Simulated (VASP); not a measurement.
Input of a VASP 6.6.1 run:

Contents of INCAR:

```
  PREC = Accurate
  ENCUT = 500
  EDIFF = 1E-6
  ISMEAR = 0
  SIGMA = 0.02
  LREAL = F
  LASPH = T
  NELM = 120
  ALGO = Normal
  ISIF = 2
  LWAVE = F
  LCHARG = T
  GGA = PE
  LELF = T
  LVHAR = T
  NBANDS = 15
  GGA_COMPAT = F
```

The input KPOINTS:

```
regular mesh
0
Gamma
  6 6 6
```

The input POSCAR:

```
RbCl
1.0
    0.0000000000      3.2094137728      3.2094137728
    3.2094137728      0.0000000000      3.2094137728
    3.2094137728      3.2094137728      0.0000000000
Rb Cl
1 1
Direct
    0.0000000000      0.0000000000      0.0000000000
    0.5000000000      0.5000000000      0.5000000000
```

Potentials or basis: VASP PAW PBE potentials, release 64 (Rb_sv, Cl).

Command:

```bash
$ cat potpaw_PBE.64/Rb_sv/POTCAR potpaw_PBE.64/Cl/POTCAR > POTCAR
$ mpirun -np 1 vasp_std > vasp.out
```

What does it give for the band gap on the k mesh?

5.25 eV, direct.

Estimate the pressure.

2.5 GPa.
